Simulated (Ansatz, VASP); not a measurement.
# SrO in VASP and in Ansatz

```
Sr O
1.0
     0.00000    2.56980    2.50556
     2.56980    0.00000    2.50556
     2.56980    2.56980    0.00000
Sr O
1 1
Direct
  0.00000 0.00000 0.00000
  0.50000 0.50000 0.50000
```

Change from the starting cell: strain +0.000 along x and y, -0.025 along z, atoms carried along.

Alike in both runs: task single point; functional r2SCAN; k mesh 8 × 8 × 8; occupations gaussian, width 0.05 eV; no spin polarisation.

```csv
,VASP,Ansatz
version,VASP 6.6.1,Ansatz 0.2.0
potentials or method,"VASP PAW PBE potentials, release 64 (Sr_sv, O), cutoff 520 eV","scalar-relativistic, plane waves, PAW"
valence electrons in the cell,16,16
```

```csv
,VASP,Ansatz,Ansatz less VASP
gap on the k mesh at the Fermi level (eV),3.59,3.65,+0.057
least direct gap on the mesh (eV),3.75,3.79,+0.044
pressure (GPa),4.6,3.9,-0.63
"traceless stress, the component that is largest in VASP (GPa)",3.05,2.90,-0.150
```

VASP's potentials were made for PBE, not for r2SCAN. The functional is the same, so the differences come from potentials, cutoffs and numerics.
